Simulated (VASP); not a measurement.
A run of VASP 6.6.1:

POSCAR

```
MgF2
1.0
    4.4833555148      0.0000000000      0.0000000000
    0.0000000000      4.4833555148      0.0000000000
    0.0000000000      0.0000000000      2.9547284068
Mg F
2 4
Direct
    0.0000000000      0.0000000000      0.0000000000
    0.5000000000      0.5000000000      0.5000000000
    0.3014349717      0.3014349717      0.0000000000
    0.1985650283      0.8014349717      0.5000000000
    0.8014349717      0.1985650283      0.5000000000
    0.6985650283      0.6985650283      0.0000000000
```

INCAR.step1

```
SYSTEM = MgF2
ALGO = Normal
EDIFF = 1E-5
ENCUT = 660
GGA = PE
GGA_COMPAT = .False.
ISMEAR = 0
LASPH = .True.
LCHARG = .False.
LREAL = .False.
LWAVE = .True.
NBANDS = 25
NELM = 120
PREC = Accurate
SIGMA = 0.01
```

File INCAR.step2:

```
SYSTEM = MgF2
ALGO = Normal
EDIFF = 1E-6
ENCUT = 660
GGA_COMPAT = .False.
ISIF = 2
ISMEAR = 0
ISTART = 1
LASPH = .True.
LCHARG = .True.
LELF = .True.
LMIXTAU = .True.
LREAL = .False.
LVHAR = .True.
LWAVE = .False.
METAGGA = R2SCAN
NBANDS = 25
NELM = 120
PREC = Accurate
SIGMA = 0.01
```

The input KPOINTS:

```
k-points
0
Gamma
  6 6 8
  0 0 0
```

Potentials or basis: VASP PAW PBE potentials, release 64 (Mg, F).

Command:

```bash
$ cat potpaw_PBE.64/Mg/POTCAR potpaw_PBE.64/F/POTCAR > POTCAR
$ cp INCAR.step1 INCAR
$ mpirun -np 1 vasp_std > vasp.out
$ cp INCAR.step2 INCAR
$ mpirun -np 1 vasp_std > vasp.out
```

Hardware: 1 thread of Intel(R) Xeon(R) Platinum 8559C (Emerald Rapids), on a shared host.

Task: How long does it take, and how much memory?

Result: Run time: 3.1 min on 1 thread of Intel(R) Xeon(R) Platinum 8559C (Emerald Rapids), with other jobs on the host, peak memory 0.26 GiB. Counts: k points 50.
